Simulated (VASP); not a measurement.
# Mg2ZnS3 (P6/mmm) in VASP: further runs

Runs on Mg2ZnS3. Level: PBE. Tasks: single point.

Everything below comes from runs of VASP 6.6.1. Logs are shortened: lines on timing, memory, paths and dates and some standing lists are left out, and cuts for length are marked.

**1. The cell of the first run**

The structure is hexagonal, space group P6/mmm (No. 191). The conventional cell has a = 6.437 Å, b = 6.437 Å, c = 3.575 Å, α = 90.00°, β = 90.00°, γ = 120.00°. Within 3.4 Å of Mg (site symmetry -6m2) lie 6 S at 2.58 Å. Within 4.7 Å of Zn (site symmetry 6/mmm) lie 2 Zn at 3.58 Å and 12 S at 3.68 Å and 6 Mg at 3.72 Å. S (site symmetry mmm) has 4 Mg at 2.58 Å and 4 S at 3.22 Å within 3.4 Å.

**2. Single point, PBE**

INCAR reads:

```
PREC     = Accurate       # precision mode
ENCUT    = 520            # plane-wave cutoff, eV
EDIFF    = 1E-7           # SCF threshold, eV
ISMEAR   = 0              # smearing method
SIGMA    = 0.1            # smearing width, eV
LREAL    = False          # projectors in reciprocal space
LASPH    = True           # aspherical terms in the spheres
NELM     = 80             # most SCF steps
ALGO     = Normal         # electronic algorithm
ISIF     = 2              # what is computed and relaxed
LWAVE    = False          # write WAVECAR
LCHARG   = True           # write CHGCAR
GGA      = PE             # functional
LELF     = True           # ELF
LVHAR    = True         
NBANDS   = 26             # bands
```

KPOINTS reads:

```
regular mesh
0
Gamma
  3 3 6
```

POSCAR reads:

```
Mg2ZnS3
1.0
    6.4370501682      0.0000000000      0.0000000000
   -3.2185250841      5.5746489710      0.0000000000
    0.0000000000      0.0000000000      3.5752294699
Mg Zn S
2 1 3
Direct
    0.3333333333      0.6666666667      0.0000000000
    0.6666666667      0.3333333333      0.0000000000
    0.0000000000      0.0000000000      0.0000000000
    0.5000000000      0.0000000000      0.5000000000
    0.0000000000      0.5000000000      0.5000000000
    0.5000000000      0.5000000000      0.5000000000
```

Potentials or basis: VASP PAW PBE potentials, release 64 (Mg, Zn, S).

Run with:

```
cat potpaw_PBE.64/Mg/POTCAR potpaw_PBE.64/Zn/POTCAR potpaw_PBE.64/S/POTCAR > POTCAR
mpirun -np 1 vasp_std > vasp.out
```

OUTCAR:

```text
PREC = Accurate
   ENCUT = 520
   EDIFF = 1E-7
   ISMEAR = 0
   LREAL = False
   LASPH = True
   NELM = 80
   ISIF = 2
   GGA = PE

 ion  position               nearest neighbor table
   1  0.333  0.667  0.000-   4 2.58   4 2.58   5 2.58   5 2.58   6 2.58   6 2.58
   2  0.667  0.333  0.000-   4 2.58   4 2.58   5 2.58   5 2.58   6 2.58   6 2.58
   3  0.000  0.000  0.000-
   4  0.500  0.000  0.500-   1 2.58   2 2.58   1 2.58   2 2.58
   5  0.000  0.500  0.500-   1 2.58   2 2.58   1 2.58   2 2.58
   6  0.500  0.500  0.500-   1 2.58   2 2.58   1 2.58   2 2.58

  LATTYP: Found a hexagonal cell.
 ALAT       =     6.4370501682
 C/A-ratio  =     0.5554142622

  Lattice vectors:

 A1 = (   6.4370501682,   0.0000000000,   0.0000000000)
 A2 = (  -3.2185250841,   5.5746489710,   0.0000000000)
 A3 = (   0.0000000000,   0.0000000000,   3.5752294699)

Analysis of symmetry for initial positions (statically):
=====================================================================
 Subroutine PRICEL returns:
 Original cell was already a primitive cell.

 Routine SETGRP: Setting up the symmetry group for a
 hexagonal supercell.

 Subroutine GETGRP returns: Found 24 space group operations
 (whereof 24 operations were pure point group operations)
 out of a pool of 24 trial point group operations.

The static configuration has the point symmetry D_6h.

Analysis of symmetry for dynamics (positions and initial velocities):
=====================================================================
 Subroutine PRICEL returns:
 Original cell was already a primitive cell.

 Routine SETGRP: Setting up the symmetry group for a
 hexagonal supercell.

 Subroutine GETGRP returns: Found 24 space group operations
 (whereof 24 operations were pure point group operations)
 out of a pool of 24 trial point group operations.

The dynamic configuration has the point symmetry D_6h.

 Subroutine INISYM returns: Found 24 space group operations
 (whereof 24 operations are pure point group operations),
 and found     1 'primitive' translations

----------------------------------------------------------------------------------------

                                     Primitive cell

  volume of cell :     128.2946

  direct lattice vectors                    reciprocal lattice vectors
     6.437050168  0.000000000  0.000000000     0.155350661  0.089691746  0.000000000
    -3.218525084  5.574648971  0.000000000     0.000000000  0.179383492  0.000000000
     0.000000000  0.000000000  3.575229470     0.000000000  0.000000000  0.279702326

  length of vectors
     6.437050168  6.437050168  3.575229470     0.179383492  0.179383492  0.279702326

  position of ions in fractional coordinates (direct lattice)
     0.333333333  0.666666667  0.000000000
     0.666666667  0.333333333  0.000000000
     0.000000000  0.000000000  0.000000000
     0.500000000  0.000000000  0.500000000
     0.000000000  0.500000000  0.500000000
     0.500000000  0.500000000  0.500000000

  ion indices of the primitive-cell ions
   primitive index   ion index
                 1           1
                 2           2
                 3           3
                 4           4
                 5           5
                 6           6

----------------------------------------------------------------------------------------

 KPOINTS: regular mesh

Automatic generation of k-mesh.
 Grid dimensions read from file:
 generate k-points for:    3    3    6

 Generating k-lattice:

  Cartesian coordinates                     Fractional coordinates (reciprocal lattice)
     0.051783554  0.029897249  0.000000000     0.333333333  0.000000000  0.000000000
     0.000000000  0.059794497  0.000000000     0.000000000  0.333333333  0.000000000
     0.000000000  0.000000000  0.046617054     0.000000000  0.000000000  0.166666667

  Length of vectors
     0.059794497  0.059794497  0.046617054

  Shift w.r.t. Gamma in fractional coordinates (k-lattice)
     0.000000000  0.000000000  0.000000000

 Subroutine IBZKPT returns following result:
 ===========================================

 Found     12 irreducible k-points:

 Following reciprocal coordinates:
            Coordinates               Weight
  0.000000  0.000000  0.000000      1.000000
  0.333333  0.000000  0.000000      6.000000
  0.333333  0.333333  0.000000      2.000000
  0.000000  0.000000  0.166667      2.000000
  0.333333  0.000000  0.166667     12.000000
  0.333333  0.333333  0.166667      4.000000
  0.000000  0.000000  0.333333      2.000000
  0.333333  0.000000  0.333333     12.000000
  0.333333  0.333333  0.333333      4.000000
  0.000000  0.000000  0.500000      1.000000
  0.333333  0.000000  0.500000      6.000000
  0.333333  0.333333  0.500000      2.000000
   k-points           NKPTS =     12   k-points in BZ     NKDIM =     12   number of bands    NBANDS=     26
   number of dos      NEDOS =    301   number of ions     NIONS =      6
   total plane-waves  NPLWV =  64512
   dimension x,y,z NGX =    48 NGY =   48 NGZ =   28
   dimension x,y,z NGXF=    96 NGYF=   96 NGZF=   56
   ions per type =               2   1   3
   NGX,Y,Z   is equivalent  to a cutoff of  12.40, 12.40, 13.02 a.u.
   NGXF,Y,Z  is equivalent  to a cutoff of  24.79, 24.79, 26.04 a.u.
 SYSTEM =  unknown system
   PREC   = accura    normal or accurate (medium, high low for compatibility)
   ISTART =      0    job   : 0-new  1-cont  2-samecut
   ICHARG =      2    charge: 1-file 2-atom 10-const
   ISPIN  =      1    spin polarized calculation?
   LNONCOLLINEAR =      F non collinear calculations
   LSORBIT =      F    spin-orbit coupling
   LASPH  =      T    aspherical Exc in radial PAW
   ENCUT  =  520.0 eV  38.22 Ry    6.18 a.u.  11.97 11.97  6.65*2*pi/ulx,y,z
   NELM   =     80;   NELMIN=  2; NELMDL= -5     # of ELM steps
   EDIFF  = 0.1E-06   stopping-criterion for ELM
   LREAL  =      F    real-space projection
   EDIFFG = 0.1E-05   stopping-criterion for IOM
   NSW    =      0    number of steps for IOM
   IBRION =     -1    ionic relax: 0-MD 1-quasi-New 2-CG
   NFREE  =      0    steps in history (QN), initial steepest desc. (CG)
   ISIF   =      2    stress and relaxation
   ISYM   =      2    0-nonsym 1-usesym 2-fastsym
   POTIM  = 0.5000    time-step for ionic-motion
   TEBEG  =    0.0;   TEEND  =   0.0 temperature during run
   PSTRESS=    0.0 pullay stress
   NELECT =      34.0000    total number of electrons
   NUPDOWN=      -1.0000    fix difference up-down
   EMIN   =  10.00;   EMAX   =-10.00  energy-range for DOS
   EFERMI =   0.00;   METHOD = LEGACY
   ISMEAR =     0;   SIGMA  =   0.10  broadening in eV -4-tet -1-fermi 0-gaus
   EFERMI_NEDOS =   21; number of points for ismear=-14 and -15
   IALGO  =     38    algorithm
   IMIX   =      4    mixing-type and parameters
     AMIX     =   0.40;   BMIX     =  1.00
     AMIX_MAG =   1.60;   BMIX_MAG =  1.00
  volume/ion in A,a.u.               =      21.38       144.30
  Fermi-wavevector in a.u.,A,eV,Ry     =   1.051554  1.987149 15.044865  1.105766
  Thomas-Fermi vector in A             =   2.186602
   LORBIT       =      0    0 simple, 1 ext, 2 COOP (PROOUT), +10 PAW based schemes
   GGA     = PE    functional components
   LHFCALC =     F    Hartree Fock is set to
   AEXX    =    0.0000 exact exchange contribution
   IVDW    =     0    specifies the selected vdW correction
   LEPSILON=     F    determine dielectric tensor
   LRPA    =     F    only Hartree local field effects (RPA)
 non-spin polarized calculation
 Gauss-broadening in eV      SIGMA  =   0.10
  energy-cutoff  :      520.00
  volume of cell :      128.29
 maximum number of plane-waves:      3463
 NGX is ok and might be reduce to    48
   NGX = 23   NGY = 23   NGZ = 13

 number of electron      34.0000016 magnetization

 Free energy of the ion-electron system (eV)
  ---------------------------------------------------
  ext. energy  EPLUGINS =         0.00000000
  ---------------------------------------------------
  free energy    TOTEN  =       -18.94992757 eV

  energy without entropy =      -18.92092225  energy(sigma->0) =      -18.93542491

 E-fermi :   2.4168     XC(G=0):  -9.0977

 val. band max:        2.4123088465   @ k =   0.3333   0.3333   0.3333
 cond. band min:       2.4697353128   @ k =   0.0000   0.0000   0.0000
 fundamental gap:      0.0574264663
 Fermi energy:         2.4168108636

 k-point     1 :       0.0000    0.0000    0.0000
  band No.  band energies     occupation
      1     -10.7633      2.00000
      2      -9.2451      2.00000
      3      -9.2451      2.00000
      4      -3.4354      2.00000
      5      -3.1475      2.00000
      6      -3.0855      2.00000
[... 18 lines left out ...]
     25       8.9873      0.00000
     26       9.6694      0.00000

 k-point     2 :       0.3333    0.0000    0.0000
  band No.  band energies     occupation
      1     -10.5093      2.00000
      2      -9.6693      2.00000
      3      -9.2591      2.00000
      4      -3.1469      2.00000
      5      -3.1092      2.00000
      6      -3.1045      2.00000
[... 18 lines left out ...]
     25       9.6801      0.00000
     26      10.5687      0.00000

 k-point     3 :       0.3333    0.3333    0.0000
  band No.  band energies     occupation
      1     -10.1220      2.00000
      2     -10.1220      2.00000
      3      -9.2805      2.00000
      4      -3.1467      2.00000
      5      -3.1106      2.00000
      6      -3.1106      2.00000
[... 224 lines left out ...]
 k-point    11 :       0.3333    0.0000    0.5000
  band No.  band energies     occupation
      1      -9.8766      2.00000
      2      -9.1244      2.00000
      3      -8.7709      2.00000
      4      -3.1170      2.00000
      5      -3.1122      2.00000
      6      -3.1001      2.00000
[... 18 lines left out ...]
     25       9.6569      0.00000
     26      10.3933      0.00000

 k-point    12 :       0.3333    0.3333    0.5000
  band No.  band energies     occupation
      1      -9.5292      2.00000
      2      -9.5292      2.00000
      3      -8.7845      2.00000
      4      -3.0997      2.00000
      5      -3.0997      2.00000
      6      -3.0976      2.00000
[... 18 lines left out ...]
     25       9.3972      0.00000
     26      10.5021      0.00000

------------------------ aborting loop because EDIFF is reached ----------------------------------------

  FORCE on cell =-STRESS in cart. coord.  units (eV):
  Direction    XX          YY          ZZ          XY          YZ          ZX
  --------------------------------------------------------------------------------------
  -------------------------------------------------------------------------------------
  Total       -0.4029807     -0.4029807     -0.1613281      0.0000000     -0.0000000      0.0000000
  in kB       -5.0325309     -5.0325309     -2.0147085      0.0000000     -0.0000000      0.0000000
  external PRESSURE =      -4.0265901 kB  Pullay stress =       0.0000000 kB

 VOLUME and BASIS-vectors are now :
 -----------------------------------------------------------------------------
  energy-cutoff  :      520.00
  volume of cell :      128.29
      direct lattice vectors                 reciprocal lattice vectors
     6.437050168  0.000000000  0.000000000     0.155350661  0.089691746  0.000000000
    -3.218525084  5.574648971  0.000000000     0.000000000  0.179383492  0.000000000
     0.000000000  0.000000000  3.575229470     0.000000000  0.000000000  0.279702326

 POSITION                                       TOTAL-FORCE (eV/Angst)
 -----------------------------------------------------------------------------------
     -0.00000      3.71643      0.00000         0.000000     -0.000000      0.000000
      3.21853      1.85822      0.00000        -0.000000      0.000000     -0.000000
      0.00000      0.00000      0.00000        -0.000000      0.000000      0.000000
      3.21853      0.00000      1.78761        -0.000000      0.000000      0.000000
     -1.60926      2.78732      1.78761        -0.000000      0.000000      0.000000
      1.60926      2.78732      1.78761        -0.000000      0.000000      0.000000
 -----------------------------------------------------------------------------------
    total drift:                                0.000000      0.000000     -0.000000

  FREE ENERGIE OF THE ION-ELECTRON SYSTEM (eV)
  ---------------------------------------------------
  free  energy   TOTEN  =       -18.9499275750 eV

  energy  without entropy=      -18.9209222509  energy(sigma->0) =      -18.93542491
```

Wall time 41 s (1 thread of Intel Xeon Platinum 8259CL at 2.50GHz (Skylake/Cascade Lake), shared host); peak memory 0.25 GiB.

What came out:

```yaml
Free_energy: -18.9499 eV
Pressure: -0.4 GPa
Band_gap_on_the_k_mesh: zero (band 17 reaches 2.72 eV, above the bottom of band 18 at 2.02 eV)
```

Stress tensor (GPa, compression positive):
```
-0.50  0.00  0.00
 0.00 -0.50  0.00
 0.00  0.00 -0.20
```

Caveat: the k points lie up to 0.38 Å⁻¹ apart.

**3. Single point, PBE**

This run uses another cell than the first one, of 18.87 Å³/atom, 0.882 times its volume.

INCAR reads:

```
SYSTEM = Mg2ZnS3
PREC = Accurate ; ENCUT = 520
EDIFF = 1E-7 ; ISMEAR = 0
SIGMA = 0.1 ; LREAL = .False.
LASPH = .True. ; NELM = 100
ALGO = Normal ; ISIF = 2
LWAVE = .False. ; LCHARG = .False.
GGA = PE ; NBANDS = 26
```

KPOINTS reads:

```
regular mesh
0
Gamma
  6 6 4
  0 0 0
```

POSCAR reads:

```
Mg2ZnS3
1.0
    5.6751407300      0.0000000000      0.0000000000
   -2.8375703700      4.9148160500      0.0000000000
    0.0000000000      0.0000000000      4.0591275200
Mg Zn S
2 1 3
Direct
    0.3333333300      0.6666666700      0.0000000000
    0.6666666700      0.3333333300      0.0000000000
    0.0000000000      0.0000000000      0.0000000000
    0.5000000000      0.0000000000      0.5000000000
    0.0000000000      0.5000000000      0.5000000000
    0.5000000000      0.5000000000      0.5000000000
```

Potentials or basis: VASP PAW PBE potentials, release 64 (Mg, Zn, S).

Run with:

```
cat potpaw_PBE.64/Mg/POTCAR potpaw_PBE.64/Zn/POTCAR potpaw_PBE.64/S/POTCAR > POTCAR
mpirun -np 1 vasp_std > vasp.out
```

Wall time 49 s (1 thread of Intel Xeon Platinum 8259CL at 2.50GHz (Skylake/Cascade Lake), shared host); peak memory 0.24 GiB.

Results (log left out):

| Property | Result |
| --- | --- |
| Free energy | -17.5505 eV |
| Pressure | 3.9 GPa |
| Band gap on the k mesh | zero (band 17 reaches 5.41 eV, above the bottom of band 18 at 3.67 eV) |

Stress tensor (GPa, compression positive):
```
 7.98  0.00  0.00
 0.00  7.98  0.00
 0.00  0.00 -4.28
```

Levels at points of the mesh, in eV from the Fermi level:
```
           k point  band 15  band 16  band 17  band 18  band 19  band 20
(0.00, 0.00, 0.00)    -2.63     0.37     0.65     0.73     0.73     3.12
(0.50, 0.00, 0.00)    -2.67    -2.66    -0.93    -0.63     0.72     1.96
(0.00, 0.00, 0.50)    -0.93     0.36     0.51     0.52     0.52     0.91
(0.50, 0.00, 0.50)    -2.45    -2.44    -2.15     0.82     2.14     2.62
```

Caveat: the k points lie up to 0.39 Å⁻¹ apart.
